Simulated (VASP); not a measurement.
# BiTe (R-3m) in VASP: further runs

BiTe is run at these levels: LDA; tasks: electric field gradients.

Program: VASP 6.6.1. These are calculated values, not measurements. Logs are shortened: lines on timing, memory, paths and dates and some standing lists are left out, and cuts for length are marked.

## (1) The cell of the first run

It takes space group R-3m (No. 166, trigonal). Conventional cell: a = 4.552 Å, b = 4.552 Å, c = 11.318 Å, α = 90.00°, β = 90.00°, γ = 120.00°. Within 4.3 Å of Bi (site symmetry -3m) lie 6 Te at 3.24 Å. Within 4.3 Å of Te (site symmetry -3m) lie 6 Bi at 3.24 Å.

## (2) Electric field gradients, LDA (equal xy, yz and zx shear strains of +1 %)

The input, INCAR:

```
SYSTEM = BiTe
  ALGO = Normal
  EDIFF = 1E-8
  ENCUT = 520
  ISIF = 2
  ISMEAR = -1
  LASPH = .TRUE.
  LCHARG = .FALSE.
  LEFG = .TRUE.
  LREAL = .FALSE.
  LWAVE = .FALSE.
  NBANDS = 18
  NELM = 80
  PREC = Accurate
  SIGMA = 0.08
```

The input, KPOINTS:

```
k-points
0
G
  10 10 10
  0 0 0
```

The input, POSCAR:

```
BiTe
1.0
    0.0323500000      3.2511750000      3.2511750000
    3.2511750000      0.0323500000      3.2511750000
    3.2511750000      3.2511750000      0.0323500000
Bi Te
1 1
Direct
    0.0000000000      0.0000000000      0.0000000000
    0.5000000000      0.5000000000      0.5000000000
```

Potentials or basis: VASP PAW LDA potentials, release 64 (Bi_d, Te).

Command:

```console
$ cat potpaw_LDA.64/Bi_d/POTCAR potpaw_LDA.64/Te/POTCAR > POTCAR
$ mpirun -np 1 vasp_std > vasp.out
```

OUTCAR:

```text
SYSTEM = BiTe
   EDIFF = 1E-8
   ENCUT = 520
   ISIF = 2
   ISMEAR = -1
   LASPH = .TRUE.
   LREAL = .FALSE.
   NELM = 80
   PREC = Accurate

 ion  position               nearest neighbor table
   1  0.000  0.000  0.000-   2 3.24   2 3.24   2 3.24   2 3.24   2 3.24   2 3.24
   2  0.500  0.500  0.500-   1 3.24   1 3.24   1 3.24   1 3.24   1 3.24   1 3.24

  LATTYP: Found a trigonal (rhomboedric) cell.
 ALAT       =     4.5979695827
 COS(alpha) =     0.5099250056

  Lattice vectors:

 A1 = (   0.0323500000,   3.2511750000,   3.2511750000)
 A2 = (   3.2511750000,   0.0323500000,   3.2511750000)
 A3 = (   3.2511750000,   3.2511750000,   0.0323500000)

Analysis of symmetry for initial positions (statically):
=====================================================================
 Subroutine PRICEL returns:
 Original cell was already a primitive cell.

 Routine SETGRP: Setting up the symmetry group for a
 trigonal (rhombohedral) supercell.

 Subroutine GETGRP returns: Found 12 space group operations
 (whereof 12 operations were pure point group operations)
 out of a pool of 12 trial point group operations.

The static configuration has the point symmetry D_3d.

Analysis of symmetry for dynamics (positions and initial velocities):
=====================================================================
 Subroutine PRICEL returns:
 Original cell was already a primitive cell.

 Routine SETGRP: Setting up the symmetry group for a
 trigonal (rhombohedral) supercell.

 Subroutine GETGRP returns: Found 12 space group operations
 (whereof 12 operations were pure point group operations)
 out of a pool of 12 trial point group operations.

The dynamic configuration has the point symmetry D_3d.

 Subroutine INISYM returns: Found 12 space group operations
 (whereof 12 operations are pure point group operations),
 and found     1 'primitive' translations

----------------------------------------------------------------------------------------

                                     Primitive cell

  volume of cell :      67.7049

  direct lattice vectors                    reciprocal lattice vectors
     0.032350000  3.251175000  3.251175000    -0.156105177  0.154567195  0.154567195
     3.251175000  0.032350000  3.251175000     0.154567195 -0.156105177  0.154567195
[... 117 lines left out ...]
  energy-cutoff  :      520.00
  volume of cell :       67.70
 maximum number of plane-waves:      1847
 NGX is ok and might be reduce to    36
   NGX = 17   NGY = 17   NGZ = 17

 number of electron      21.0000001 magnetization

 Free energy of the ion-electron system (eV)
  ---------------------------------------------------
  ext. energy  EPLUGINS =         0.00000000
  ---------------------------------------------------
  free energy    TOTEN  =        -8.50274631 eV

  energy without entropy =       -8.47239606  energy(sigma->0) =       -8.48757119

 E-fermi :   6.4224     XC(G=0):  -9.6763

 val. band max:        6.4220338060   @ k =   0.5000   0.1000  -0.0000
 cond. band min:       6.4267382455   @ k =  -0.4000   0.1000   0.1000
 fundamental gap:      0.0047044395
 Fermi energy:         6.4223532536

 k-point     1 :       0.0000    0.0000    0.0000
  band No.  band energies     occupation
      1     -16.6400      2.00000
      2     -16.6400      2.00000
      3     -16.6347      2.00000
      4     -16.6316      2.00000
      5     -16.6316      2.00000
      6      -7.0948      2.00000
[... 481 lines left out ...]
      5     -16.6236      2.00000
      6      -5.7863      2.00000
[... 10 lines left out ...]
     17      15.3298      0.00000
     18      15.4813      0.00000

 [... further k-points ...]
[... 5 lines left out ...]
  --------------------------------------------------------------------------------------
  -------------------------------------------------------------------------------------
  Total       -1.1557251     -1.1557251     -1.1557251     -0.0033483     -0.0033483     -0.0033483
  in kB      -27.3492065    -27.3492065    -27.3492065     -0.0792355     -0.0792355     -0.0792355
  external PRESSURE =     -27.3492065 kB  Pullay stress =       0.0000000 kB

 VOLUME and BASIS-vectors are now :
 -----------------------------------------------------------------------------
  energy-cutoff  :      520.00
  volume of cell :       67.70
      direct lattice vectors                 reciprocal lattice vectors
     0.032350000  3.251175000  3.251175000    -0.156105177  0.154567195  0.154567195
     3.251175000  0.032350000  3.251175000     0.154567195 -0.156105177  0.154567195
     3.251175000  3.251175000  0.032350000     0.154567195  0.154567195 -0.156105177

 POSITION                                       TOTAL-FORCE (eV/Angst)
 -----------------------------------------------------------------------------------
      0.00000      0.00000      0.00000        -0.000000     -0.000000     -0.000000
      3.26735      3.26735      3.26735         0.000000      0.000000      0.000000
 -----------------------------------------------------------------------------------
    total drift:                               -0.000000      0.000000      0.000000

  FREE ENERGIE OF THE ION-ELECTRON SYSTEM (eV)
  ---------------------------------------------------
  free  energy   TOTEN  =        -8.5027463059 eV

  energy  without entropy=       -8.4723960644  energy(sigma->0) =       -8.48757119

 Electric field gradients (V/A^2)
---------------------------------------------------------------------
 ion       V_xx      V_yy      V_zz      V_xy      V_xz      V_yz
---------------------------------------------------------------------
   1      -0.000    -0.000    -0.000     9.276     9.276     9.276
   2       0.000    -0.000    -0.000     5.723     5.723     5.723
---------------------------------------------------------------------

 Electric field gradients after diagonalization (V/A^2)
 (convention: |V_zz| > |V_xx| > |V_yy|)
----------------------------------------------------------------------
 ion       V_xx      V_yy      V_zz     asymmetry (V_yy - V_xx)/ V_zz
----------------------------------------------------------------------
   1      -9.276    -9.276    18.551       0.000
   2      -5.723    -5.723    11.445       0.000
----------------------------------------------------------------------

           NMR quadrupolar parameters

 Cq : quadrupolar parameter    Cq=e*Q*V_zz/h
 eta: asymmetry parameters     (V_yy - V_xx)/ V_zz
 Q  : nuclear electric quadrupole moment in mb (millibarn)
----------------------------------------------------------------------
 ion       Cq(MHz)       eta       Q (mb)
----------------------------------------------------------------------
   1       0.045       0.000       1.000
   2       0.028       0.000       1.000
----------------------------------------------------------------------
```

stdout:

```text
POSCAR found type information on POSCAR BiTe
 POSCAR found :  2 types and       2 ions
 scaLAPACK will be used
 LDA part: xc-table for (Slater(with rela. corr.)+CA(PZ))
 , standard interpolation
 POSCAR, INCAR and KPOINTS ok, starting setup
 FFT: planning ... GRIDC
 FFT: planning ... GRID_SOFT
 FFT: planning ... GRID
 WAVECAR not read
 entering main loop
ion   1

ion   2
```

It took 3.7 min on 1 thread of Intel Xeon 8259CL, shared host; peak memory 0.28 GiB.

Results:

```yaml
Free_energy: -8.5027 eV
Pressure: -2.7 GPa
Band_gap_on_the_k_mesh: zero (an odd number of electrons rules out a gap without spin polarisation)
Largest_electric_field_gradient_by_atom: Bi +18.6; Te +11.4 V/Å²
```

Levels at points of the mesh, in eV from the Fermi level:
```csv
k point,band 7,band 8,band 9,band 10,band 11,band 12,band 13,band 14
"(0.00, 0.00, 0.00)",-8.16,-2.60,-2.47,-2.47,2.12,2.12,2.17,4.58
"(0.50, 0.00, 0.00)",-11.24,-1.91,-1.86,-1.59,-0.88,-0.66,-0.61,7.29
"(0.50, 0.50, 0.00)",-9.96,-5.63,-4.03,-3.93,2.25,3.54,3.58,4.91
"(0.50, 0.50, 0.50)",-11.27,-1.83,-1.83,-1.51,-0.79,-0.56,-0.56,7.24
```

Electric field gradients, principal values (V/Å²):
| atom | least | middle | greatest (by size) |
| --- | --- | --- | --- |
| 1 Bi | -9.276 | -9.276 | 18.551 |
| 2 Te | -5.723 | -5.723 | 11.445 |

Caveat: the cell differs from its parent crystal (equal xy, yz and zx shear strains of +1 %); without QUAD_EFG the Cq values of the log hold for a quadrupole moment of 1 mb, not for the nuclei; spin-orbit coupling is left out, which moves the levels of the heavy elements.

## (3) Electric field gradients, LDA (equal xy, yz and zx shear strains of +1 %)

The input, INCAR:

```
  PREC = Accurate
  ENCUT = 520
  EDIFF = 1E-8
  ISMEAR = -1
  SIGMA = 0.08
  LREAL = False
  LASPH = True
  NELM = 80
  ALGO = Normal
  ISIF = 2
  LWAVE = False
  LCHARG = False
  LEFG = True
  NBANDS = 18
```

The input, KPOINTS:

```
regular mesh
0
Gamma
  10 10 10
```

POSCAR is that of step 2.

Potentials or basis: VASP PAW LDA potentials, release 64 (Bi_d, Te).

Command:

```console
$ cat potpaw_LDA.64/Bi_d/POTCAR potpaw_LDA.64/Te/POTCAR > POTCAR
$ mpirun -np 1 vasp_std > vasp.out
```

OUTCAR:

```text
PREC = Accurate
   ENCUT = 520
   EDIFF = 1E-8
   ISMEAR = -1
   LREAL = False
   LASPH = True
   NELM = 80
   ISIF = 2

 ion  position               nearest neighbor table
   1  0.000  0.000  0.000-   2 3.24   2 3.24   2 3.24   2 3.24   2 3.24   2 3.24
   2  0.500  0.500  0.500-   1 3.24   1 3.24   1 3.24   1 3.24   1 3.24   1 3.24

  LATTYP: Found a trigonal (rhomboedric) cell.
 ALAT       =     4.5979695827
 COS(alpha) =     0.5099250056

  Lattice vectors:

 A1 = (   0.0323500000,   3.2511750000,   3.2511750000)
 A2 = (   3.2511750000,   0.0323500000,   3.2511750000)
 A3 = (   3.2511750000,   3.2511750000,   0.0323500000)

Analysis of symmetry for initial positions (statically):
=====================================================================
 Subroutine PRICEL returns:
 Original cell was already a primitive cell.

 Routine SETGRP: Setting up the symmetry group for a
 trigonal (rhombohedral) supercell.

 Subroutine GETGRP returns: Found 12 space group operations
 (whereof 12 operations were pure point group operations)
 out of a pool of 12 trial point group operations.
[... 692 lines left out ...]
     3.251175000  0.032350000  3.251175000     0.154567195 -0.156105177  0.154567195
     3.251175000  3.251175000  0.032350000     0.154567195  0.154567195 -0.156105177

 POSITION                                       TOTAL-FORCE (eV/Angst)
 -----------------------------------------------------------------------------------
      0.00000      0.00000      0.00000        -0.000000     -0.000000     -0.000000
      3.26735      3.26735      3.26735         0.000000      0.000000      0.000000
 -----------------------------------------------------------------------------------
    total drift:                               -0.000000      0.000000      0.000000

  FREE ENERGIE OF THE ION-ELECTRON SYSTEM (eV)
  ---------------------------------------------------
  free  energy   TOTEN  =        -8.5027463059 eV

  energy  without entropy=       -8.4723960644  energy(sigma->0) =       -8.48757119

 Electric field gradients (V/A^2)
---------------------------------------------------------------------
 ion       V_xx      V_yy      V_zz      V_xy      V_xz      V_yz
---------------------------------------------------------------------
   1      -0.000    -0.000    -0.000     9.276     9.276     9.276
   2       0.000    -0.000    -0.000     5.723     5.723     5.723
---------------------------------------------------------------------

 Electric field gradients after diagonalization (V/A^2)
 (convention: |V_zz| > |V_xx| > |V_yy|)
----------------------------------------------------------------------
 ion       V_xx      V_yy      V_zz     asymmetry (V_yy - V_xx)/ V_zz
----------------------------------------------------------------------
   1      -9.276    -9.276    18.551       0.000
   2      -5.723    -5.723    11.445       0.000
----------------------------------------------------------------------

           NMR quadrupolar parameters

 Cq : quadrupolar parameter    Cq=e*Q*V_zz/h
 eta: asymmetry parameters     (V_yy - V_xx)/ V_zz
 Q  : nuclear electric quadrupole moment in mb (millibarn)
----------------------------------------------------------------------
 ion       Cq(MHz)       eta       Q (mb)
----------------------------------------------------------------------
   1       0.045       0.000       1.000
   2       0.028       0.000       1.000
----------------------------------------------------------------------
```

OSZICAR:

```text
N       E                     dE             d eps       ncg     rms          rms(c)
DAV:   1     0.157437177139E+03    0.15744E+03   -0.98909E+03  4184   0.111E+03
DAV:   2     0.350995089787E+01   -0.15393E+03   -0.15003E+03  4452   0.303E+02
DAV:   3    -0.818722128619E+01   -0.11697E+02   -0.11565E+02  5138   0.890E+01
DAV:   4    -0.852161447114E+01   -0.33439E+00   -0.33295E+00  4980   0.160E+01
DAV:   5    -0.853650539505E+01   -0.14891E-01   -0.14890E-01  5910   0.321E+00    0.630E+00
DAV:   6    -0.850461809575E+01    0.31887E-01   -0.87191E-02  6018   0.189E+00    0.391E+00
DAV:   7    -0.850328834297E+01    0.13298E-02   -0.20441E-02  4810   0.769E-01    0.541E-01
DAV:   8    -0.850272205530E+01    0.56629E-03   -0.34418E-03  5350   0.408E-01    0.901E-02
DAV:   9    -0.850274655715E+01   -0.24502E-04   -0.34291E-04  4598   0.107E-01    0.447E-02
DAV:  10    -0.850274675691E+01   -0.19976E-06   -0.13827E-05  5534   0.211E-02    0.278E-02
DAV:  11    -0.850274648099E+01    0.27592E-06   -0.40392E-06  5596   0.107E-02    0.598E-03
DAV:  12    -0.850274630561E+01    0.17538E-06   -0.68127E-07  5376   0.690E-03    0.984E-04
DAV:  13    -0.850274630599E+01   -0.38153E-09   -0.10197E-07  5010   0.201E-03    0.216E-03
DAV:  14    -0.850274630594E+01    0.49567E-10   -0.29509E-09  2424   0.455E-04
   1 F= -.85027463E+01 E0= -.84875712E+01  d E =-.303502E-01
```

It took 3.8 min on 1 thread of Intel Xeon 8259CL, shared host; peak memory 0.28 GiB.

What came out:

```yaml
Free_energy: -8.5027 eV
Pressure: -2.7 GPa
Band_gap_on_the_k_mesh: zero (an odd number of electrons rules out a gap without spin polarisation)
Largest_electric_field_gradient_by_atom: Bi +18.6; Te +11.4 V/Å²
```

Levels at points of the mesh, in eV from the Fermi level:
```
           k point  band 6  band 7  band 8  band 9  band 10  band 11  band 12  band 13  band 14  band 15
(0.00, 0.00, 0.00)  -13.52   -8.16   -2.60   -2.47    -2.47     2.12     2.12     2.17     4.58     4.76
(0.50, 0.00, 0.00)  -11.56  -11.24   -1.91   -1.86    -1.59    -0.88    -0.66    -0.61     7.29     7.71
(0.50, 0.50, 0.00)  -11.77   -9.96   -5.63   -4.03    -3.93     2.25     3.54     3.58     4.91     8.71
(0.50, 0.50, 0.50)  -11.59  -11.27   -1.83   -1.83    -1.51    -0.79    -0.56    -0.56     7.24     7.68
```

Electric field gradients, principal values (V/Å²):
| atom | least | middle | greatest (by size) |
| --- | --- | --- | --- |
| 1 Bi | -9.276 | -9.276 | 18.551 |
| 2 Te | -5.723 | -5.723 | 11.445 |

Caveat: the cell differs from its parent crystal (equal xy, yz and zx shear strains of +1 %); without QUAD_EFG the Cq values of the log hold for a quadrupole moment of 1 mb, not for the nuclei; spin-orbit coupling is left out, which moves the levels of the heavy elements.

(Continued in part 2 of 2.)
